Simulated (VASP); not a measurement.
Runs of VASP 6.6.1 on CsPbBr3. The structure is that of space group Pm-3m (No. 221), or close to it. The cells are those of the table. 

| level | cell | gap on the mesh (eV) | pressure (GPa) |
| --- | --- | --- | --- |
| r2SCAN | a = 6.060 Å, 5 atoms | (b) | (c) |
| r2SCAN | a = 5.943 Å, 5 atoms | 2.06 | 0.0 |
| PBE | a = 6.010 Å, 5 atoms | 1.79 | 0.0 |
| PBE | a = 5.887 Å, 5 atoms | 1.56 | 1.3 |
| r2SCAN | a = 6.002 Å, 5 atoms | (a) | -0.6 |
| PBE | a = 6.069 Å, 5 atoms | 1.89 | -0.5 |
| r2SCAN | a = 5.822 Å, 5 atoms | 1.79 | 1.5 |
| r2SCAN | a = 5.883 Å, 5 atoms | 1.93 | 0.7 |

Alike in all rows: task single point; potentials or basis VASP PAW PBE potentials, release 64 (Cs_sv, Pb_d, Br); no spin polarisation; k mesh 4 × 4 × 4; cutoff (eV) 520; smearing gaussian 0.01 eV.

Q: Estimate the missing entries.

A: (a) 2.17; (b) 2.26; (c) -1.1.

Caveats: spin-orbit coupling is left out, which moves the levels of the heavy elements; the PAW data sets were made with another functional, which shifts forces and pressure a little (some runs).

A k mesh can miss the band edges, and the runs leave out spin-orbit coupling on Br, Cs, Pb.
